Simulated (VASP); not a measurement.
# TiO2 (P4_2/mnm) in VASP: further runs

The runs below take TiO2 through single point, with PBE+U.

Program: VASP 6.6.1. These are calculated values, not measurements. Logs are shortened: lines on timing, memory, paths and dates and some standing lists are left out, and cuts for length are marked.

## 1. The cell of the first run

Symmetry: P4_2/mnm, No. 136, tetragonal system. Conventional cell: a = 5.012 Å, b = 5.012 Å, c = 2.766 Å, α = 90.00°, β = 90.00°, γ = 90.00°. Within 2.6 Å of Ti (site symmetry mmm) lie 6 O at 1.95 to 2.17 Å. Within 2.6 Å of O (site symmetry m2m) lie 3 Ti at 1.95 to 2.17 Å.

## 2. Single point, PBE+U (strain +0.080 along x and y, -0.080 along z)

INCAR reads:

```
SYSTEM = TiO2
PREC     = Accurate       ! precision mode
ENCUT    = 520            ! plane-wave cutoff, eV
EDIFF    = 1E-6           ! SCF threshold, eV
ISMEAR   = 0              ! smearing method
SIGMA    = 0.05           ! smearing width, eV
LREAL    = .FALSE.        ! projectors in reciprocal space
LASPH    = .TRUE.         ! aspherical terms in the spheres
NELM     = 150            ! most SCF steps
ALGO     = Normal         ! electronic algorithm
ISIF     = 2              ! what is computed and relaxed
LWAVE    = .FALSE.        ! write WAVECAR
LCHARG   = .TRUE.         ! write CHGCAR
LMAXMIX  = 4              ! l up to which the mixer works
LDAU     = .TRUE.         ! DFT+U
LDAUTYPE = 2            
LDAUL    = 2 -1           ! shell
LDAUU    = 4 0            ! U, eV
LDAUJ    = 0 0          
LDAUPRINT= 1            
GGA      = PE             ! functional
LELF     = .TRUE.         ! ELF
LVHAR    = .TRUE.       
NBANDS   = 33             ! bands
```

KPOINTS reads:

```
Automatic mesh
0
G
  6 6 10
  0 0 0
```

POSCAR reads:

```
TiO2
1.0
    5.0116130050      0.0000000000      0.0000000000
    0.0000000000      5.0116130050      0.0000000000
    0.0000000000      0.0000000000      2.7658729780
Ti O
2 4
Direct
    0.0000000000      0.0000000000      0.0000000000
    0.5000000000      0.5000000000      0.5000000000
    0.3056475955      0.3056475955      0.0000000000
    0.1943524045      0.8056475955      0.5000000000
    0.6943524045      0.6943524045      0.0000000000
    0.8056475955      0.1943524045      0.5000000000
```

Potentials or basis: VASP PAW PBE potentials, release 64 (Ti_sv, O).

On the command line:

```
$ cat potpaw_PBE.64/Ti_sv/POTCAR potpaw_PBE.64/O/POTCAR > POTCAR
$ mpirun -np 1 vasp_std > vasp.out
```

OUTCAR:

```text
SYSTEM = TiO2
   PREC = Accurate
   ENCUT = 520
   EDIFF = 1E-6
   ISMEAR = 0
   LREAL = .FALSE.
   LASPH = .TRUE.
   NELM = 150
   ISIF = 2
   GGA = PE

 ion  position               nearest neighbor table
   1  0.000  0.000  0.000-   4 1.95   6 1.95   4 1.95   6 1.95   5 2.17   3 2.17
   2  0.500  0.500  0.500-   3 1.95   5 1.95   3 1.95   5 1.95   4 2.17   6 2.17
   3  0.306  0.306  0.000-   2 1.95   2 1.95   1 2.17
   4  0.194  0.806  0.500-   1 1.95   1 1.95   2 2.17
   5  0.694  0.694  0.000-   2 1.95   2 1.95   1 2.17
   6  0.806  0.194  0.500-   1 1.95   1 1.95   2 2.17

  LATTYP: Found a simple tetragonal cell.
 ALAT       =     5.0116130050
 C/A-ratio  =     0.5518927689

  Lattice vectors:

 A1 = (   5.0116130050,   0.0000000000,   0.0000000000)
 A2 = (   0.0000000000,   5.0116130050,   0.0000000000)
 A3 = (   0.0000000000,   0.0000000000,   2.7658729780)

Analysis of symmetry for initial positions (statically):
=====================================================================
 Subroutine PRICEL returns:
 Original cell was already a primitive cell.

 Routine SETGRP: Setting up the symmetry group for a
 simple tetragonal supercell.

 Subroutine GETGRP returns: Found 16 space group operations
 (whereof  8 operations were pure point group operations)
 out of a pool of 16 trial point group operations.

The static configuration has the point symmetry D_2h.
 The point group associated with its full space group is D_4h.

Analysis of symmetry for dynamics (positions and initial velocities):
=====================================================================
 Subroutine PRICEL returns:
 Original cell was already a primitive cell.

 Routine SETGRP: Setting up the symmetry group for a
 simple tetragonal supercell.

 Subroutine GETGRP returns: Found 16 space group operations
 (whereof  8 operations were pure point group operations)
 out of a pool of 16 trial point group operations.

The dynamic configuration has the point symmetry D_2h.
 The point group associated with its full space group is D_4h.

 Subroutine INISYM returns: Found 16 space group operations
 (whereof  8 operations are pure point group operations),
 and found     1 'primitive' translations

----------------------------------------------------------------------------------------

                                     Primitive cell

  volume of cell :      69.4684

  direct lattice vectors                    reciprocal lattice vectors
     5.011613005  0.000000000  0.000000000     0.199536556  0.000000000  0.000000000
     0.000000000  5.011613005  0.000000000     0.000000000  0.199536556  0.000000000
     0.000000000  0.000000000  2.765872978     0.000000000  0.000000000  0.361549503

  length of vectors
     5.011613005  5.011613005  2.765872978     0.199536556  0.199536556  0.361549503

  position of ions in fractional coordinates (direct lattice)
     0.000000000  0.000000000  0.000000000
     0.500000000  0.500000000  0.500000000
     0.305647595  0.305647595  0.000000000
     0.194352405  0.805647595  0.500000000
     0.694352405  0.694352405  0.000000000
     0.805647595  0.194352405  0.500000000

  ion indices of the primitive-cell ions
   primitive index   ion index
                 1           1
                 2           2
                 3           3
                 4           4
                 5           5
                 6           6

----------------------------------------------------------------------------------------

 KPOINTS: Automatic mesh
[... 100 lines left out ...]
   IVDW    =     0    specifies the selected vdW correction
   LEPSILON=     F    determine dielectric tensor
   LRPA    =     F    only Hartree local field effects (RPA)
 non-spin polarized calculation
 Gauss-broadening in eV      SIGMA  =   0.05
  energy-cutoff  :      520.00
  volume of cell :       69.47
 maximum number of plane-waves:      1894
 NGX is ok and might be reduce to    40
   NGX = 19   NGY = 19   NGZ = 11

atom =   1  type =  1  l = 2

 onsite density matrix

spin component  1

  0.1719  0.0000 -0.0391  0.0000  0.0000
  0.0000  0.1977  0.0000 -0.0907  0.0000
 -0.0391  0.0000  0.1251  0.0000  0.0000
  0.0000 -0.0907  0.0000  0.1977  0.0000
  0.0000  0.0000  0.0000  0.0000  0.0951

spin component  2

  0.1719  0.0000 -0.0391  0.0000  0.0000
  0.0000  0.1977  0.0000 -0.0907  0.0000
 -0.0391  0.0000  0.1251  0.0000  0.0000
  0.0000 -0.0907  0.0000  0.1977  0.0000
  0.0000  0.0000  0.0000  0.0000  0.0951

 occupancies and eigenvectors

  o =  0.0951  v =  0.0000 -0.0000 -0.0000 -0.0000 -1.0000  0.0000  0.0000  0.0000  0.0000  0.0000      0.0000  0.0000  0.0000  0.0000  0.0000  0.0000  0.0000  0.0000  0.0000  0.0000
  o =  0.0951  v =  0.0000  0.0000  0.0000  0.0000  0.0000  0.0000 -0.0000 -0.0000 -0.0000 -1.0000      0.0000  0.0000  0.0000  0.0000  0.0000  0.0000  0.0000  0.0000  0.0000  0.0000
  o =  0.1030  v =  0.0000  0.0000  0.0000  0.0000  0.0000 -0.4932  0.0000 -0.8699  0.0000  0.0000      0.0000  0.0000  0.0000  0.0000  0.0000  0.0000  0.0000  0.0000  0.0000  0.0000
  o =  0.1030  v = -0.4932  0.0000 -0.8699  0.0000  0.0000  0.0000  0.0000  0.0000  0.0000  0.0000      0.0000  0.0000  0.0000  0.0000  0.0000  0.0000  0.0000  0.0000  0.0000  0.0000
  o =  0.1070  v =  0.0000  0.7071 -0.0000  0.7071 -0.0000  0.0000  0.0000  0.0000  0.0000  0.0000      0.0000  0.0000  0.0000  0.0000  0.0000  0.0000  0.0000  0.0000  0.0000  0.0000
  o =  0.1070  v =  0.0000  0.0000  0.0000  0.0000  0.0000  0.0000  0.7071 -0.0000  0.7071 -0.0000      0.0000  0.0000  0.0000  0.0000  0.0000  0.0000  0.0000  0.0000  0.0000  0.0000
  o =  0.1940  v = -0.8699  0.0000  0.4932  0.0000 -0.0000  0.0000  0.0000  0.0000  0.0000  0.0000      0.0000  0.0000  0.0000  0.0000  0.0000  0.0000  0.0000  0.0000  0.0000  0.0000
  o =  0.1940  v =  0.0000  0.0000  0.0000  0.0000  0.0000 -0.8699  0.0000  0.4932  0.0000 -0.0000      0.0000  0.0000  0.0000  0.0000  0.0000  0.0000  0.0000  0.0000  0.0000  0.0000
  o =  0.2883  v =  0.0000  0.0000  0.0000  0.0000  0.0000  0.0000 -0.7071  0.0000  0.7071  0.0000      0.0000  0.0000  0.0000  0.0000  0.0000  0.0000  0.0000  0.0000  0.0000  0.0000
  o =  0.2883  v =  0.0000 -0.7071  0.0000  0.7071  0.0000  0.0000  0.0000  0.0000  0.0000  0.0000      0.0000  0.0000  0.0000  0.0000  0.0000  0.0000  0.0000  0.0000  0.0000  0.0000

atom =   2  type =  1  l = 2

 onsite density matrix

spin component  1

  0.1719  0.0000  0.0391  0.0000 -0.0000
  0.0000  0.1977  0.0000  0.0907  0.0000
  0.0391  0.0000  0.1251  0.0000  0.0000
  0.0000  0.0907  0.0000  0.1977  0.0000
 -0.0000  0.0000  0.0000  0.0000  0.0951

spin component  2

  0.1719  0.0000  0.0391  0.0000 -0.0000
  0.0000  0.1977  0.0000  0.0907  0.0000
  0.0391  0.0000  0.1251  0.0000  0.0000
  0.0000  0.0907  0.0000  0.1977  0.0000
 -0.0000  0.0000  0.0000  0.0000  0.0951

 occupancies and eigenvectors

  o =  0.0951  v =  0.0000  0.0000 -0.0000 -0.0000  1.0000  0.0000  0.0000  0.0000  0.0000  0.0000      0.0000  0.0000  0.0000  0.0000  0.0000  0.0000  0.0000  0.0000  0.0000  0.0000
  o =  0.0951  v =  0.0000  0.0000  0.0000  0.0000  0.0000  0.0000  0.0000 -0.0000 -0.0000  1.0000      0.0000  0.0000  0.0000  0.0000  0.0000  0.0000  0.0000  0.0000  0.0000  0.0000
  o =  0.1030  v =  0.0000  0.0000  0.0000  0.0000  0.0000  0.4932 -0.0000 -0.8699  0.0000 -0.0000      0.0000  0.0000  0.0000  0.0000  0.0000  0.0000  0.0000  0.0000  0.0000  0.0000
  o =  0.1030  v =  0.4932 -0.0000 -0.8699  0.0000 -0.0000  0.0000  0.0000  0.0000  0.0000  0.0000      0.0000  0.0000  0.0000  0.0000  0.0000  0.0000  0.0000  0.0000  0.0000  0.0000
  o =  0.1070  v = -0.0000 -0.7071  0.0000  0.7071  0.0000  0.0000  0.0000  0.0000  0.0000  0.0000      0.0000  0.0000  0.0000  0.0000  0.0000  0.0000  0.0000  0.0000  0.0000  0.0000
  o =  0.1070  v =  0.0000  0.0000  0.0000  0.0000  0.0000 -0.0000 -0.7071  0.0000  0.7071  0.0000      0.0000  0.0000  0.0000  0.0000  0.0000  0.0000  0.0000  0.0000  0.0000  0.0000
  o =  0.1940  v =  0.8699 -0.0000  0.4932  0.0000  0.0000  0.0000  0.0000  0.0000  0.0000  0.0000      0.0000  0.0000  0.0000  0.0000  0.0000  0.0000  0.0000  0.0000  0.0000  0.0000
  o =  0.1940  v =  0.0000  0.0000  0.0000  0.0000  0.0000  0.8699 -0.0000  0.4932  0.0000  0.0000      0.0000  0.0000  0.0000  0.0000  0.0000  0.0000  0.0000  0.0000  0.0000  0.0000
  o =  0.2883  v =  0.0000  0.0000  0.0000  0.0000  0.0000  0.0000 -0.7071  0.0000 -0.7071  0.0000      0.0000  0.0000  0.0000  0.0000  0.0000  0.0000  0.0000  0.0000  0.0000  0.0000
  o =  0.2883  v =  0.0000 -0.7071  0.0000 -0.7071  0.0000  0.0000  0.0000  0.0000  0.0000  0.0000      0.0000  0.0000  0.0000  0.0000  0.0000  0.0000  0.0000  0.0000  0.0000  0.0000

 number of electron      48.0000001 magnetization

 Free energy of the ion-electron system (eV)
  ---------------------------------------------------
  ext. energy  EPLUGINS =         0.00000000
  ---------------------------------------------------
  free energy    TOTEN  =       -47.53318714 eV

  energy without entropy =      -47.53318714  energy(sigma->0) =      -47.53318714

 E-fermi :   3.8296     XC(G=0): -10.7996

 val. band max:        3.5464689205   @ k =   0.0000   0.0000   0.0000
 cond. band min:       5.6807069524   @ k =   0.5000   0.5000   0.0000
 fundamental gap:      2.1342380318
 Fermi energy:         3.8296259046

 k-point     1 :       0.0000    0.0000    0.0000
  band No.  band energies     occupation
      1     -54.1983      2.00000
      2     -54.1922      2.00000
      3     -30.3737      2.00000
      4     -30.3737      2.00000
      5     -30.2955      2.00000
      6     -30.2955      2.00000
[... 853 lines left out ...]
     32       8.3670      0.00000
     33       9.8757      0.00000

 [... further k-points ...]
[... 5 lines left out ...]
  --------------------------------------------------------------------------------------
  -------------------------------------------------------------------------------------
  Total       -6.8268423     -6.8268423     11.0225086      0.0000000      0.0000000      0.0000000
  in kB     -157.4501820   -157.4501820    254.2165037      0.0000000      0.0000000      0.0000000
  external PRESSURE =     -20.2279534 kB  Pullay stress =       0.0000000 kB

 VOLUME and BASIS-vectors are now :
 -----------------------------------------------------------------------------
  energy-cutoff  :      520.00
  volume of cell :       69.47
      direct lattice vectors                 reciprocal lattice vectors
     5.011613005  0.000000000  0.000000000     0.199536556  0.000000000  0.000000000
     0.000000000  5.011613005  0.000000000     0.000000000  0.199536556  0.000000000
     0.000000000  0.000000000  2.765872978     0.000000000  0.000000000  0.361549503

 POSITION                                       TOTAL-FORCE (eV/Angst)
 -----------------------------------------------------------------------------------
      0.00000      0.00000      0.00000         0.000000      0.000000     -0.000000
      2.50581      2.50581      1.38294         0.000000      0.000000     -0.000000
      1.53179      1.53179      0.00000         0.233373      0.233373     -0.000000
      0.97402      4.03759      1.38294        -0.233373      0.233373     -0.000000
      3.47983      3.47983      0.00000        -0.233373     -0.233373      0.000000
      4.03759      0.97402      1.38294         0.233373     -0.233373      0.000000
 -----------------------------------------------------------------------------------
    total drift:                                0.000000     -0.000000     -0.000000

  FREE ENERGIE OF THE ION-ELECTRON SYSTEM (eV)
  ---------------------------------------------------
  free  energy   TOTEN  =       -47.5331871380 eV

  energy  without entropy=      -47.5331871380  energy(sigma->0) =      -47.53318714
```

It took 4.3 min on 1 thread of AMD EPYC 7R13, shared host; peak memory 0.23 GiB.

Results:

* Free energy: -47.5332 eV
* Pressure: -2.0 GPa
* Largest force: 0.330 eV/Å
* Band gap on the k mesh: 2.13 eV, indirect (least direct gap 2.17 eV)

Forces on the atoms (eV/Å):
```
Ti   0.000  0.000  0.000
Ti   0.000  0.000  0.000
O    0.233  0.233  0.000
O   -0.233  0.233  0.000
O   -0.233 -0.233  0.000
O    0.233 -0.233  0.000
```

Eigenvalues of the final occupation matrices:
```csv
site,spin,trace,eigenvalues
site 1 d,1,0.79,0.10 0.10 0.11 0.19 0.29
site 1 d,2,0.79,0.10 0.10 0.11 0.19 0.29
site 2 d,1,0.79,0.10 0.10 0.11 0.19 0.29
site 2 d,2,0.79,0.10 0.10 0.11 0.19 0.29
```

Caveat: the cell differs from its parent crystal (strain +0.080 along x and y, -0.080 along z).

## 3. Single point, PBE+U (strain +0.000 along x and y, +0.080 along z)

INCAR reads:

```
ALGO = Normal
EDIFF = 1E-6
ENCUT = 520
GGA = PE
ISIF = 2
ISMEAR = 0
LASPH = True
LCHARG = False
LDAU = True
LDAUJ = 0 0
LDAUL = 2 -1
LDAUPRINT = 1
LDAUTYPE = 2
LDAUU = 4 0
LMAXMIX = 4
LREAL = False
LWAVE = False
NBANDS = 33
NELM = 150
PREC = Accurate
SIGMA = 0.05
```

KPOINTS reads:

```
k-points
0
Gamma
  6 6 10
```

Changes to POSCAR since step 2:

```diff
@@ -2,5 +2,5 @@
 1.0
-    5.0116130050      0.0000000000      0.0000000000
-    0.0000000000      5.0116130050      0.0000000000
-    0.0000000000      0.0000000000      2.7658729780
+    4.6403824120      0.0000000000      0.0000000000
+    0.0000000000      4.6403824120      0.0000000000
+    0.0000000000      0.0000000000      3.2468943654
 Ti O
```

Potentials or basis: VASP PAW PBE potentials, release 64 (Ti_sv, O).

On the command line:

```
$ cat potpaw_PBE.64/Ti_sv/POTCAR potpaw_PBE.64/O/POTCAR > POTCAR
$ mpirun -np 1 vasp_std > vasp.out
```

It took 3.6 min on 1 thread of AMD EPYC 7R13, shared host; peak memory 0.22 GiB.

It converged, with:

- Free energy: -48.0623 eV
- Pressure: -13.4 GPa
- Largest force: 0.072 eV/Å
- Band gap on the k mesh: 2.08 eV, direct

Forces on the atoms (eV/Å):
```
Ti   0.000  0.000  0.000
Ti   0.000  0.000  0.000
O    0.051  0.051  0.000
O   -0.051  0.051  0.000
O   -0.051 -0.051  0.000
O    0.051 -0.051  0.000
```

Stress tensor (GPa, compression positive):
```
 -7.29   0.00   0.00
  0.00  -7.29   0.00
  0.00   0.00 -25.67
```

Levels at points of the mesh, in eV from the valence-band top:
```tsv
k point	band 21	band 22	band 23	band 24	band 25	band 26	band 27	band 28
(0.00, 0.00, 0.00)	-0.98	-0.41	-0.41	0.00	2.08	2.36	2.36	2.41
(0.50, 0.00, 0.00)	-1.95	-1.95	-0.67	-0.67	2.59	2.59	2.94	2.94
(0.50, 0.50, 0.00)	-1.64	-1.64	-1.01	-1.01	2.11	2.11	2.43	2.43
(0.00, 0.00, 0.50)	-2.19	-2.19	-1.28	-1.28	2.73	2.73	2.99	2.99
(0.50, 0.00, 0.50)	-1.77	-1.77	-0.92	-0.92	2.08	2.08	2.83	2.83
(0.50, 0.50, 0.50)	-1.10	-1.10	-0.63	-0.63	2.63	2.63	2.82	2.82
```

Eigenvalues of the final occupation matrices:
```csv
site,spin,trace,eigenvalues
site 1 d,1,0.73,0.06 0.09 0.10 0.24 0.25
site 1 d,2,0.73,0.06 0.09 0.10 0.24 0.25
site 2 d,1,0.73,0.06 0.09 0.10 0.24 0.25
site 2 d,2,0.73,0.06 0.09 0.10 0.24 0.25
```

Caveat: the cell differs from its parent crystal (strain +0.000 along x and y, +0.080 along z).
